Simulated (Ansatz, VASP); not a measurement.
One calculation of BiS, two programs

The input INCAR:

```
  PREC = Accurate
  ENCUT = 520
  EDIFF = 1E-6
  ISMEAR = -1
  SIGMA = 0.05
  LREAL = False
  LASPH = True
  NELM = 150
  ALGO = Normal
  ISIF = 2
  LWAVE = False
  LCHARG = False
  MAGMOM = 0 0 0 0 0 0
  LORBIT = 11
  LSORBIT = True
  GGA_COMPAT = False
  LORBMOM = True
  GGA = PS
  NBANDS = 33
```

The input KPOINTS:

```
regular mesh
0
Gamma
  5 5 5
```

Contents of POSCAR:

```
BiS
1.0
    4.0029443400      0.0000000000      0.0000000000
    0.0000000000      4.0029443400      0.0000000000
    0.0000000000      0.0000000000      4.0029443400
Bi S
1 1
Direct
    0.5000000000      0.5000000000      0.5000000000
    0.0000000000      0.0000000000      0.0000000000
```

input.yaml

```yaml
crystal:
  lattice:
    - [4.00294434, 0.0, 0.0]
    - [0.0, 4.00294434, 0.0]
    - [0.0, 0.0, 4.00294434]
  atoms:
    - { symbol: Bi, position: [0.5, 0.5, 0.5] }
    - { symbol: S, position: [0.0, 0.0, 0.0] }
kpoints:
  mp_grid: { grid: [5, 5, 5] }
  band_path:
    path:
      - [0.0, 0.0, 0.0]
      - [0.0, 0.5, 0.0]
      - [0.5, 0.5, 0.0]
      - [0.0, 0.0, 0.0]
      - [0.5, 0.5, 0.5]
      - [0.0, 0.5, 0.0]
    npoints: 8
scf:
  occupations: { method: fermi_dirac, width: 0.05 }
hamiltonian:
  xc: pbesol
  pseudopotentials: { kind: all_electron, lapw: { basis_error: 0.001 } }
magnetization:
  noncollinear: true
  spin_orbit: true
output:
  forces: true
  stress: true
  eigenvalues: true
```

Alike in both runs: functional PBEsol; k mesh 5 × 5 × 5; occupations fermi-dirac, width 0.05 eV; non-collinear spin, spin-orbit coupling.

|  | VASP | Ansatz |
| --- | --- | --- |
| version | VASP 6.6.1 | Ansatz 0.2.0 |
| potentials or method | VASP PAW PBE potentials, release 64 (Bi_d, S), cutoff 520 eV | all-electron LAPW, relativistic spinors |
| task | single point | band structure |

```tsv
	VASP	Ansatz	Ansatz less VASP
pressure (GPa)	-11.4	-11.0	+0.41
```

VASP's potentials were made for PBE, not for PBEsol. Ansatz ran all-electron here, and VASP with PAW potentials.

Noted on Ansatz's run: the k mesh is thin for a metal, which can move the energy by tens of meV per atom.
